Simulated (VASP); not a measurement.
# ZnS (P6_3mc) in VASP: further runs

The runs below take ZnS through single point, with LDA.

Program: VASP 6.6.1. These are calculated values, not measurements. Logs are shortened: lines on timing, memory, paths and dates and some standing lists are left out, and cuts for length are marked.

## 1. The cell of the first run

Symmetry: P6_3mc, No. 186, hexagonal system. The conventional cell has a = 3.663 Å, b = 3.663 Å, c = 6.220 Å, α = 90.00°, β = 90.00°, γ = 120.00°. Within 3.0 Å of Zn (site symmetry 3m) lie 4 S at 2.27 to 2.28 Å. S (site symmetry 3m) has 4 Zn at 2.27 to 2.28 Å within 3.0 Å.

## 2. Single point, LDA (in-plane strain -0.02, then relaxed in part)

Contents of INCAR:

```
PREC = Accurate
ENCUT = 520
EDIFF = 1E-6
ISMEAR = 0
SIGMA = 0.01
LREAL = F
LASPH = T
NELM = 80
ALGO = Normal
ISIF = 2
LWAVE = F
LCHARG = T
LELF = T
LVHAR = T
NBANDS = 26
```

Contents of KPOINTS:

```
regular mesh
0
Gamma
  6 6 4
```

Contents of POSCAR:

```
ZnS
1.0
    3.6634677879      0.0000000000      0.0000000000
   -1.8317338940      3.1726561703      0.0000000000
    0.0000000000      0.0000000000      6.2204714968
Zn S
2 2
Direct
    0.3333333333      0.6666666667      0.0088842482
    0.6666666667      0.3333333333      0.5088842482
    0.3333333333      0.6666666667      0.3761157518
    0.6666666667      0.3333333333      0.8761157518
```

Potentials or basis: VASP PAW LDA potentials, release 64 (Zn, S).

Launch:

```
cat potpaw_LDA.64/Zn/POTCAR potpaw_LDA.64/S/POTCAR > POTCAR
mpirun -np 1 vasp_std > vasp.out
```

OUTCAR:

```text
PREC = Accurate
   ENCUT = 520
   EDIFF = 1E-6
   ISMEAR = 0
   LREAL = F
   LASPH = T
   NELM = 80
   ISIF = 2

 ion  position               nearest neighbor table
   1  0.333  0.667  0.009-   4 2.27   4 2.27   4 2.27   3 2.28
   2  0.667  0.333  0.509-   3 2.27   3 2.27   3 2.27   4 2.28
   3  0.333  0.667  0.376-   2 2.27   2 2.27   2 2.27   1 2.28
   4  0.667  0.333  0.876-   1 2.27   1 2.27   1 2.27   2 2.28

  LATTYP: Found a hexagonal cell.
 ALAT       =     3.6634677879
 C/A-ratio  =     1.6979735750

  Lattice vectors:

 A1 = (   3.6634677879,   0.0000000000,   0.0000000000)
 A2 = (  -1.8317338940,   3.1726561703,   0.0000000000)
 A3 = (   0.0000000000,   0.0000000000,   6.2204714968)

Analysis of symmetry for initial positions (statically):
=====================================================================
 Subroutine PRICEL returns:
 Original cell was already a primitive cell.

 Routine SETGRP: Setting up the symmetry group for a
 hexagonal supercell.

 Subroutine GETGRP returns: Found 12 space group operations
 (whereof  6 operations were pure point group operations)
 out of a pool of 24 trial point group operations.

The static configuration has the point symmetry C_3v.
 The point group associated with its full space group is C_6v.

Analysis of symmetry for dynamics (positions and initial velocities):
=====================================================================
 Subroutine PRICEL returns:
 Original cell was already a primitive cell.

 Routine SETGRP: Setting up the symmetry group for a
 hexagonal supercell.

 Subroutine GETGRP returns: Found 12 space group operations
 (whereof  6 operations were pure point group operations)
 out of a pool of 24 trial point group operations.

The dynamic configuration has the point symmetry C_3v.
 The point group associated with its full space group is C_6v.

 Subroutine INISYM returns: Found 12 space group operations
 (whereof  6 operations are pure point group operations),
 and found     1 'primitive' translations

----------------------------------------------------------------------------------------

                                     Primitive cell

  volume of cell :      72.3001

  direct lattice vectors                    reciprocal lattice vectors
     3.663467788  0.000000000  0.000000000     0.272965414  0.157596655  0.000000000
    -1.831733894  3.172656170  0.000000000     0.000000000  0.315193310  0.000000000
     0.000000000  0.000000000  6.220471497     0.000000000  0.000000000  0.160759518

  length of vectors
     3.663467788  3.663467788  6.220471497     0.315193310  0.315193310  0.160759518

  position of ions in fractional coordinates (direct lattice)
     0.333333333  0.666666667  0.008884248
     0.666666667  0.333333333  0.508884248
     0.333333333  0.666666667  0.376115752
     0.666666667  0.333333333  0.876115752

  ion indices of the primitive-cell ions
   primitive index   ion index
                 1           1
                 2           2
                 3           3
                 4           4

----------------------------------------------------------------------------------------

 KPOINTS: regular mesh

Automatic generation of k-mesh.
 Grid dimensions read from file:
 generate k-points for:    6    6    4

 Generating k-lattice:

  Cartesian coordinates                     Fractional coordinates (reciprocal lattice)
     0.045494236  0.026266109  0.000000000     0.166666667  0.000000000  0.000000000
     0.000000000  0.052532218  0.000000000     0.000000000  0.166666667  0.000000000
     0.000000000  0.000000000  0.040189880     0.000000000  0.000000000  0.250000000

  Length of vectors
     0.052532218  0.052532218  0.040189880

  Shift w.r.t. Gamma in fractional coordinates (k-lattice)
     0.000000000  0.000000000  0.000000000

 Subroutine IBZKPT returns following result:
 ===========================================

 Found     21 irreducible k-points:

 Following reciprocal coordinates:
            Coordinates               Weight
  0.000000  0.000000  0.000000      1.000000
  0.166667  0.000000  0.000000      6.000000
  0.333333 -0.000000  0.000000      6.000000
  0.500000  0.000000  0.000000      3.000000
  0.166667  0.166667  0.000000      6.000000
  0.333333  0.166667  0.000000     12.000000
[... 13 lines left out ...]
  0.333333  0.166667  0.500000     12.000000
  0.333333  0.333333  0.500000      2.000000
   k-points           NKPTS =     21   k-points in BZ     NKDIM =     21   number of bands    NBANDS=     26
   number of dos      NEDOS =    301   number of ions     NIONS =      4
   total plane-waves  NPLWV =  37632
   dimension x,y,z NGX =    28 NGY =   28 NGZ =   48
   dimension x,y,z NGXF=    56 NGYF=   56 NGZF=   96
   ions per type =               2   2
   NGX,Y,Z   is equivalent  to a cutoff of  12.71, 12.71, 12.83 a.u.
   NGXF,Y,Z  is equivalent  to a cutoff of  25.41, 25.41, 25.66 a.u.
 SYSTEM =  unknown system
   PREC   = accura    normal or accurate (medium, high low for compatibility)
   ISTART =      0    job   : 0-new  1-cont  2-samecut
   ICHARG =      2    charge: 1-file 2-atom 10-const
   ISPIN  =      1    spin polarized calculation?
   LNONCOLLINEAR =      F non collinear calculations
   LSORBIT =      F    spin-orbit coupling
   LASPH  =      T    aspherical Exc in radial PAW
   ENCUT  =  520.0 eV  38.22 Ry    6.18 a.u.   6.81  6.81 11.57*2*pi/ulx,y,z
   NELM   =     80;   NELMIN=  2; NELMDL= -5     # of ELM steps
   EDIFF  = 0.1E-05   stopping-criterion for ELM
   LREAL  =      F    real-space projection
   EDIFFG = 0.1E-04   stopping-criterion for IOM
   NSW    =      0    number of steps for IOM
   IBRION =     -1    ionic relax: 0-MD 1-quasi-New 2-CG
   NFREE  =      0    steps in history (QN), initial steepest desc. (CG)
   ISIF   =      2    stress and relaxation
   ISYM   =      2    0-nonsym 1-usesym 2-fastsym
   POTIM  = 0.5000    time-step for ionic-motion
   TEBEG  =    0.0;   TEEND  =   0.0 temperature during run
   PSTRESS=    0.0 pullay stress
   NELECT =      36.0000    total number of electrons
   NUPDOWN=      -1.0000    fix difference up-down
   EMIN   =  10.00;   EMAX   =-10.00  energy-range for DOS
   EFERMI =   0.00;   METHOD = LEGACY
   ISMEAR =     0;   SIGMA  =   0.01  broadening in eV -4-tet -1-fermi 0-gaus
   EFERMI_NEDOS =   21; number of points for ismear=-14 and -15
   IALGO  =     38    algorithm
   IMIX   =      4    mixing-type and parameters
     AMIX     =   0.40;   BMIX     =  1.00
     AMIX_MAG =   1.60;   BMIX_MAG =  1.00
  volume/ion in A,a.u.               =      18.08       121.98
  Fermi-wavevector in a.u.,A,eV,Ry     =   1.297566  2.452044 22.907821  1.683677
  Thomas-Fermi vector in A             =   2.428950
   LORBIT       =      0    0 simple, 1 ext, 2 COOP (PROOUT), +10 PAW based schemes
   GGA     = CA    functional components
   LHFCALC =     F    Hartree Fock is set to
   AEXX    =    0.0000 exact exchange contribution
   IVDW    =     0    specifies the selected vdW correction
   LEPSILON=     F    determine dielectric tensor
   LRPA    =     F    only Hartree local field effects (RPA)
 non-spin polarized calculation
 Gauss-broadening in eV      SIGMA  =   0.01
  energy-cutoff  :      520.00
  volume of cell :       72.30
 maximum number of plane-waves:      1971
 NGX is ok and might be reduce to    28
   NGX = 13   NGY = 13   NGZ = 23

 number of electron      36.0000002 magnetization

 Free energy of the ion-electron system (eV)
  ---------------------------------------------------
  ext. energy  EPLUGINS =         0.00000000
  ---------------------------------------------------
  free energy    TOTEN  =       -16.36167349 eV

  energy without entropy =      -16.36167349  energy(sigma->0) =      -16.36167349

 E-fermi :   2.9902     XC(G=0): -10.4427

 val. band max:        2.8877639277   @ k =   0.0000   0.0000   0.0000
 cond. band min:       5.1010902124   @ k =   0.0000   0.0000   0.0000
 fundamental gap:      2.2133262846
 Fermi energy:         2.9901587700

 k-point     1 :       0.0000    0.0000    0.0000
  band No.  band energies     occupation
      1     -10.9663      2.00000
      2      -9.9092      2.00000
      3      -4.1099      2.00000
      4      -4.0512      2.00000
      5      -4.0512      2.00000
      6      -3.9545      2.00000
[... 18 lines left out ...]
     25      10.5427      0.00000
     26      11.9995      0.00000

 k-point     2 :       0.1667    0.0000    0.0000
  band No.  band energies     occupation
      1     -10.7442      2.00000
      2      -9.7768      2.00000
      3      -4.0797      2.00000
      4      -4.0648      2.00000
      5      -4.0145      2.00000
      6      -3.9346      2.00000
[... 18 lines left out ...]
     25      10.9886      0.00000
     26      11.4370      0.00000

 k-point     3 :       0.3333   -0.0000    0.0000
  band No.  band energies     occupation
      1     -10.2046      2.00000
      2      -9.5268      2.00000
      3      -4.1009      2.00000
      4      -4.0055      2.00000
      5      -3.9629      2.00000
      6      -3.7958      2.00000
[... 18 lines left out ...]
     25      11.4716      0.00000
     26      12.9282      0.00000

 k-point     4 :       0.5000    0.0000    0.0000
  band No.  band energies     occupation
      1      -9.8264      2.00000
      2      -9.4585      2.00000
      3      -4.0763      2.00000
      4      -3.9496      2.00000
      5      -3.8792      2.00000
      6      -3.8363      2.00000
[... 18 lines left out ...]
     25      11.7337      0.00000
     26      14.4746      0.00000
[... 409 lines left out ...]
      1      -9.9918      2.00000
      2      -9.9918      2.00000
      3      -4.0931      2.00000
      4      -4.0931      2.00000
      5      -3.9188      2.00000
      6      -3.9188      2.00000
[... 18 lines left out ...]
     25      11.1451      0.00000
     26      11.1451      0.00000

 k-point    20 :       0.3333    0.1667    0.5000
  band No.  band energies     occupation
      1      -9.6404      2.00000
      2      -9.6404      2.00000
      3      -4.0449      2.00000
      4      -4.0449      2.00000
      5      -3.8583      2.00000
      6      -3.8583      2.00000
[... 18 lines left out ...]
     25      12.1557      0.00000
     26      12.1557      0.00000

 k-point    21 :       0.3333    0.3333    0.5000
  band No.  band energies     occupation
      1      -9.5192      2.00000
      2      -9.5192      2.00000
      3      -3.9407      2.00000
      4      -3.9407      2.00000
      5      -3.9148      2.00000
      6      -3.9148      2.00000
[... 18 lines left out ...]
     25      12.5396      0.00000
     26      12.5396      0.00000

------------------------ aborting loop because EDIFF is reached ----------------------------------------

  FORCE on cell =-STRESS in cart. coord.  units (eV):
  Direction    XX          YY          ZZ          XY          YZ          ZX
  --------------------------------------------------------------------------------------
  -------------------------------------------------------------------------------------
  Total        1.7724338      1.7724338      0.1350101     -0.0000000      0.0000000      0.0000000
  in kB       39.2773253     39.2773253      2.9918389     -0.0000000      0.0000000      0.0000000
  external PRESSURE =      27.1821632 kB  Pullay stress =       0.0000000 kB

 VOLUME and BASIS-vectors are now :
 -----------------------------------------------------------------------------
  energy-cutoff  :      520.00
  volume of cell :       72.30
      direct lattice vectors                 reciprocal lattice vectors
     3.663467788  0.000000000  0.000000000     0.272965414  0.157596655  0.000000000
    -1.831733894  3.172656170  0.000000000     0.000000000  0.315193310  0.000000000
     0.000000000  0.000000000  6.220471497     0.000000000  0.000000000  0.160759518

 POSITION                                       TOTAL-FORCE (eV/Angst)
 -----------------------------------------------------------------------------------
     -0.00000      2.11510      0.05526        -0.000000     -0.000000      0.001925
      1.83173      1.05755      3.16550         0.000000      0.000000      0.001925
     -0.00000      2.11510      2.33962        -0.000000      0.000000     -0.001925
      1.83173      1.05755      5.44985         0.000000     -0.000000     -0.001925
 -----------------------------------------------------------------------------------
    total drift:                               -0.000000     -0.000001     -0.002775

  FREE ENERGIE OF THE ION-ELECTRON SYSTEM (eV)
  ---------------------------------------------------
  free  energy   TOTEN  =       -16.3616734865 eV

  energy  without entropy=      -16.3616734865  energy(sigma->0) =      -16.36167349
```

Run time: 25 s. Hardware: 1 thread of Intel Xeon Platinum 8488C (Sapphire Rapids), shared host; peak memory 0.17 GiB.

What came out:

| Item | Value |
| --- | --- |
| Free energy | -16.3617 eV |
| Pressure | 2.7 GPa |
| Band gap on the k mesh | 2.21 eV, direct |

Stress tensor (GPa, compression positive):
```
3.93 0.00 0.00
0.00 3.93 0.00
0.00 0.00 0.30
```

Caveat: the cell differs from its parent crystal (in-plane strain -0.02, then relaxed in part).

[end of part 1 of 2]
